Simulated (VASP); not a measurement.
# Re (P6_3/mmc) in VASP: a series of runs

Re is run at these levels: PBE; tasks: single point.

All numbers are computed with VASP 6.6.1; they aren't measurements. Logs are shortened: lines on timing, memory, paths and dates and some standing lists are left out, and cuts for length are marked.

## Step 1: The cell of the first run

It takes space group P6_3/mmc (No. 194, hexagonal). The conventional cell has a = 2.777 Å, b = 2.777 Å, c = 4.479 Å, α = 90.00°, β = 90.00°, γ = 120.00°. Re (site symmetry -6m2) has 12 Re at 2.75 to 2.78 Å within 3.6 Å.

## Step 2: Single point, PBE

INCAR

```
SYSTEM = Re
PREC = Accurate ; ENCUT = 520
EDIFF = 1E-6 ; ISMEAR = 1
SIGMA = 0.6 ; LREAL = .False.
LASPH = .True. ; NELM = 100
ALGO = Normal ; ISIF = 2
LWAVE = .False. ; LCHARG = .False.
GGA = PE ; NBANDS = 14
```

KPOINTS

```
regular mesh
0
Gamma
  13 13 7
  0 0 0
```

POSCAR

```
Re
1.0
    2.7768706464      0.0000000000      0.0000000000
   -1.3884353232      2.4048405228      0.0000000000
    0.0000000000      0.0000000000      4.4788142384
Re
2
Direct
    0.3333333333      0.6666666667      0.2500000000
    0.6666666667      0.3333333333      0.7500000000
```

Potentials or basis: VASP PAW PBE potentials, release 64 (Re).

On the command line:

```sh
$ cat potpaw_PBE.64/Re/POTCAR > POTCAR
$ mpirun -np 1 vasp_std > vasp.out
```

OUTCAR:

```text
SYSTEM = Re
   PREC = Accurate
   ENCUT = 520
   EDIFF = 1E-6
   ISMEAR = 1
   LREAL = .False.
   LASPH = .True.
   NELM = 100
   ISIF = 2
   GGA = PE

 ion  position               nearest neighbor table
   1  0.333  0.667  0.250-   2 2.75   2 2.75   2 2.75   2 2.75   2 2.75   2 2.75
   2  0.667  0.333  0.750-   1 2.75   1 2.75   1 2.75   1 2.75   1 2.75   1 2.75

  LATTYP: Found a hexagonal cell.
 ALAT       =     2.7768706464
 C/A-ratio  =     1.6128998462

  Lattice vectors:

 A1 = (   2.7768706464,   0.0000000000,   0.0000000000)
 A2 = (  -1.3884353232,   2.4048405228,   0.0000000000)
 A3 = (   0.0000000000,   0.0000000000,   4.4788142384)

Analysis of symmetry for initial positions (statically):
=====================================================================
 Subroutine PRICEL returns:
 Original cell was already a primitive cell.

 Routine SETGRP: Setting up the symmetry group for a
 hexagonal supercell.

 Subroutine GETGRP returns: Found 24 space group operations
 (whereof 12 operations were pure point group operations)
 out of a pool of 24 trial point group operations.

The static configuration has the point symmetry D_3d.
 The point group associated with its full space group is D_6h.

Analysis of symmetry for dynamics (positions and initial velocities):
=====================================================================
 Subroutine PRICEL returns:
 Original cell was already a primitive cell.

 Routine SETGRP: Setting up the symmetry group for a
 hexagonal supercell.

 Subroutine GETGRP returns: Found 24 space group operations
 (whereof 12 operations were pure point group operations)
 out of a pool of 24 trial point group operations.

The dynamic configuration has the point symmetry D_3d.
 The point group associated with its full space group is D_6h.

 Subroutine INISYM returns: Found 24 space group operations
 (whereof 12 operations are pure point group operations),
 and found     1 'primitive' translations

----------------------------------------------------------------------------------------

                                     Primitive cell

  volume of cell :      29.9092

  direct lattice vectors                    reciprocal lattice vectors
     2.776870646  0.000000000  0.000000000     0.360117603  0.207913995  0.000000000
    -1.388435323  2.404840523  0.000000000     0.000000000  0.415827990  0.000000000
     0.000000000  0.000000000  4.478814238     0.000000000  0.000000000  0.223273381

  length of vectors
     2.776870646  2.776870646  4.478814238     0.415827990  0.415827990  0.223273381

  position of ions in fractional coordinates (direct lattice)
     0.333333333  0.666666667  0.250000000
     0.666666667  0.333333333  0.750000000

  ion indices of the primitive-cell ions
   primitive index   ion index
                 1           1
                 2           2

----------------------------------------------------------------------------------------

 KPOINTS: regular mesh

Automatic generation of k-mesh.
 Grid dimensions read from file:
 generate k-points for:   13   13    7

 Generating k-lattice:

  Cartesian coordinates                     Fractional coordinates (reciprocal lattice)
     0.027701354  0.015993384  0.000000000     0.076923077  0.000000000  0.000000000
     0.000000000  0.031986768  0.000000000     0.000000000  0.076923077  0.000000000
     0.000000000  0.000000000  0.031896197     0.000000000  0.000000000  0.142857143

  Length of vectors
     0.031986768  0.031986768  0.031896197

  Shift w.r.t. Gamma in fractional coordinates (k-lattice)
     0.000000000  0.000000000  0.000000000

 Subroutine IBZKPT returns following result:
 ===========================================

 Found     84 irreducible k-points:

 Following reciprocal coordinates:
            Coordinates               Weight
  0.000000  0.000000  0.000000      1.000000
  0.076923  0.000000  0.000000      6.000000
  0.153846  0.000000  0.000000      6.000000
  0.230769  0.000000  0.000000      6.000000
  0.307692  0.000000  0.000000      6.000000
  0.384615  0.000000  0.000000      6.000000
[... 16 lines left out ...]
  0.076923  0.000000  0.142857     12.000000
  0.153846  0.000000  0.142857     12.000000
 [... further k-points ...]
   k-points           NKPTS =     84   k-points in BZ     NKDIM =     84   number of bands    NBANDS=     14
   number of dos      NEDOS =    301   number of ions     NIONS =      2
   total plane-waves  NPLWV =  20736
   dimension x,y,z NGX =    24 NGY =   24 NGZ =   36
   dimension x,y,z NGXF=    48 NGYF=   48 NGZF=   72
   ions per type =               2
   NGX,Y,Z   is equivalent  to a cutoff of  14.37, 14.37, 13.36 a.u.
   NGXF,Y,Z  is equivalent  to a cutoff of  28.74, 28.74, 26.73 a.u.
 SYSTEM =  Re
   PREC   = accura    normal or accurate (medium, high low for compatibility)
   ISTART =      0    job   : 0-new  1-cont  2-samecut
   ICHARG =      2    charge: 1-file 2-atom 10-const
   ISPIN  =      1    spin polarized calculation?
   LNONCOLLINEAR =      F non collinear calculations
   LSORBIT =      F    spin-orbit coupling
   LASPH  =      T    aspherical Exc in radial PAW
   ENCUT  =  520.0 eV  38.22 Ry    6.18 a.u.   5.16  5.16  8.33*2*pi/ulx,y,z
   NELM   =    100;   NELMIN=  2; NELMDL= -5     # of ELM steps
   EDIFF  = 0.1E-05   stopping-criterion for ELM
   LREAL  =      F    real-space projection
   EDIFFG = 0.1E-04   stopping-criterion for IOM
   NSW    =      0    number of steps for IOM
   IBRION =     -1    ionic relax: 0-MD 1-quasi-New 2-CG
   NFREE  =      0    steps in history (QN), initial steepest desc. (CG)
   ISIF   =      2    stress and relaxation
   ISYM   =      2    0-nonsym 1-usesym 2-fastsym
   POTIM  = 0.5000    time-step for ionic-motion
   TEBEG  =    0.0;   TEEND  =   0.0 temperature during run
   PSTRESS=    0.0 pullay stress
   NELECT =      14.0000    total number of electrons
   NUPDOWN=      -1.0000    fix difference up-down
   EMIN   =  10.00;   EMAX   =-10.00  energy-range for DOS
   EFERMI =   0.00;   METHOD = LEGACY
   ISMEAR =     1;   SIGMA  =   0.60  broadening in eV -4-tet -1-fermi 0-gaus
   EFERMI_NEDOS =   21; number of points for ismear=-14 and -15
   IALGO  =     38    algorithm
   IMIX   =      4    mixing-type and parameters
     AMIX     =   0.40;   BMIX     =  1.00
     AMIX_MAG =   1.60;   BMIX_MAG =  1.00
  volume/ion in A,a.u.               =      14.95       100.92
  Fermi-wavevector in a.u.,A,eV,Ry     =   1.271108  2.402046 21.983151  1.615716
  Thomas-Fermi vector in A             =   2.404059
   LORBIT       =      0    0 simple, 1 ext, 2 COOP (PROOUT), +10 PAW based schemes
   GGA     = PE    functional components
   LHFCALC =     F    Hartree Fock is set to
   AEXX    =    0.0000 exact exchange contribution
   IVDW    =     0    specifies the selected vdW correction
   LEPSILON=     F    determine dielectric tensor
   LRPA    =     F    only Hartree local field effects (RPA)
 non-spin polarized calculation
 Methfessel and Paxton  Order N= 1 SIGMA  =   0.60
  energy-cutoff  :      520.00
  volume of cell :       29.91
 maximum number of plane-waves:       821
 NGX is ok and might be reduce to    24
   NGX = 11   NGY = 11   NGZ = 17

 number of electron      14.0000000 magnetization

 Free energy of the ion-electron system (eV)
  ---------------------------------------------------
  ext. energy  EPLUGINS =         0.00000000
  ---------------------------------------------------
  free energy    TOTEN  =       -24.84295618 eV

  energy without entropy =      -24.85781589  energy(sigma->0) =      -24.84790942

 E-fermi :   7.6806     XC(G=0): -13.6408

 val. band max:        7.6297062558   @ k =   0.0000   0.0000   0.1429
 cond. band min:       7.6808810694   @ k =   0.3846   0.1538   0.2857
 fundamental gap:      0.0511748136
 Fermi energy:         7.6805527361

 k-point     1 :       0.0000    0.0000    0.0000
  band No.  band energies     occupation
      1      -2.0683      2.00000
      2       1.1829      2.00000
      3       6.1445      2.00176
      4       6.1445      2.00176
      5       6.1644      2.00205
      6       6.9625      2.07066
      7       6.9625      2.07066
      8       7.8644      0.50731
      9       7.8644      0.50731
     10       8.2862     -0.05215
     11      10.9765     -0.00000
     12      10.9765     -0.00000
     13      17.5034     -0.00000
     14      21.8026      0.00000

 k-point     2 :       0.0769    0.0000    0.0000
  band No.  band energies     occupation
      1      -1.8313      2.00000
      2       1.4045      2.00000
      3       5.6355      2.00002
      4       6.3611      2.00798
      5       6.5905      2.02759
      6       6.8065      2.05906
      7       7.1668      2.00612
      8       7.3073      1.85931
      9       7.6851      0.98722
     10       7.8704      0.49298
     11      11.0968     -0.00000
     12      11.9684     -0.00000
     13      17.4868     -0.00000
     14      22.3221      0.00000

 k-point     3 :       0.1538    0.0000    0.0000
  band No.  band energies     occupation
      1      -1.1590      2.00000
      2       1.9804      2.00000
      3       5.0470      2.00000
      4       5.9543      2.00037
      5       6.3467      2.00729
      6       6.9963      2.06846
      7       7.2024      1.97853
      8       7.2571      1.92379
      9       7.5420      1.37941
     10       7.7624      0.77141
     11      11.3580     -0.00000
     12      13.7457     -0.00000
     13      17.3605     -0.00000
     14      23.5660      0.00000
[... 324 lines left out ...]
 k-point    23 :       0.0769    0.0000    0.1429
  band No.  band energies     occupation
      1      -1.5981      2.00000
      2       1.4170      2.00000
      3       5.6297      2.00001
      4       6.2243      2.00319
      5       6.2520      2.00388
      6       6.4042      2.01037
      7       7.0058      2.06739
      8       7.3256      1.83235
      9       8.0593      0.13297
     10       8.1009      0.07981
     11      11.0910     -0.00000
     12      11.6931     -0.00000
     13      18.4891     -0.00000
     14      21.8743      0.00000

 k-point    24 :       0.1538    0.0000    0.1429
  band No.  band energies     occupation
      1      -0.9431      2.00000
      2       2.0144      2.00000
      3       5.0951      2.00000
      4       5.4226      2.00000
      5       6.2080      2.00283
      6       6.6895      2.04138
      7       6.9906      2.06901
      8       7.4899      1.50885
      9       7.9182      0.38442
     10       8.0711      0.11683
     11      11.2977     -0.00000
     12      13.0566     -0.00000
     13      18.4463     -0.00000
     14      23.1672      0.00000

 [... further k-points ...]
[... 5 lines left out ...]
  --------------------------------------------------------------------------------------
  -------------------------------------------------------------------------------------
  Total       -0.1301113     -0.1301113     -0.1506815      0.0000000      0.0000000      0.0000000
  in kB       -6.9698051     -6.9698051     -8.0717112      0.0000000      0.0000000      0.0000000
  external PRESSURE =      -7.3371071 kB  Pullay stress =       0.0000000 kB

 VOLUME and BASIS-vectors are now :
 -----------------------------------------------------------------------------
  energy-cutoff  :      520.00
  volume of cell :       29.91
      direct lattice vectors                 reciprocal lattice vectors
     2.776870646  0.000000000  0.000000000     0.360117603  0.207913995  0.000000000
    -1.388435323  2.404840523  0.000000000     0.000000000  0.415827990  0.000000000
     0.000000000  0.000000000  4.478814238     0.000000000  0.000000000  0.223273381

 POSITION                                       TOTAL-FORCE (eV/Angst)
 -----------------------------------------------------------------------------------
     -0.00000      1.60323      1.11970        -0.000000     -0.000000      0.000000
      1.38844      0.80161      3.35911         0.000000      0.000000      0.000000
 -----------------------------------------------------------------------------------
    total drift:                               -0.000000      0.000000     -0.000000

  FREE ENERGIE OF THE ION-ELECTRON SYSTEM (eV)
  ---------------------------------------------------
  free  energy   TOTEN  =       -24.8429561790 eV

  energy  without entropy=      -24.8578158943  energy(sigma->0) =      -24.84790942
```

Run time: 34 s. Hardware: 1 thread of AMD EPYC 7R13 (Zen 3), shared host; peak memory 0.14 GiB.

Results:

```
Free energy            : -24.8430 eV
Pressure               : -0.7 GPa
Band gap on the k mesh : zero (band 7 reaches 8.84 eV, above the bottom of band 8 at 6.14 eV)
```

Stress tensor (GPa, compression positive):
```
-0.70  0.00  0.00
 0.00 -0.70  0.00
 0.00  0.00 -0.81
```

Levels at points of the mesh, in eV from the Fermi level:
```csv
k point,band 3,band 4,band 5,band 6,band 7,band 8,band 9,band 10,band 11,band 12
"(0.00, 0.00, 0.00)",-1.54,-1.54,-1.52,-0.72,-0.72,0.18,0.18,0.61,3.30,3.30
```

Caveat: spin-orbit coupling is left out, which moves the levels of the heavy elements.

## Step 3: Single point, PBE

INCAR

```
SYSTEM = Re
PREC = Accurate
ENCUT = 520
EDIFF = 1E-6
ISMEAR = 1
SIGMA = 1.0
LREAL = .FALSE.
LASPH = .TRUE.
NELM = 60
ALGO = Normal
ISIF = 2
LWAVE = .FALSE.
LCHARG = .FALSE.
GGA = PE
NBANDS = 14
```

KPOINTS

```
Automatic mesh
0
G
  13 13 7
  0 0 0
```

POSCAR is that of step 2.

Potentials or basis: VASP PAW PBE potentials, release 64 (Re).

On the command line:

```sh
$ cat potpaw_PBE.64/Re/POTCAR > POTCAR
$ mpirun -np 1 vasp_std > vasp.out
```

Wall time 39 s (1 thread of AMD EPYC 7R13 (Zen 3), shared host); peak memory 0.14 GiB.

It converged, with:

```yaml
Free_energy: -24.8337 eV
Pressure: -0.8 GPa
Band_gap_on_the_k_mesh: zero (band 7 reaches 8.84 eV, above the bottom of band 8 at 6.14 eV)
```

Stress tensor (GPa, compression positive):
```
-0.45  0.00  0.00
 0.00 -0.45  0.00
 0.00  0.00 -1.53
```

Levels at points of the mesh, in eV from the Fermi level:
```csv
k point,band 5,band 6,band 7,band 8,band 9,band 10
"(0.00, 0.00, 0.00)",-1.54,-0.74,-0.74,0.16,0.16,0.58
```

Caveat: spin-orbit coupling is left out, which moves the levels of the heavy elements.
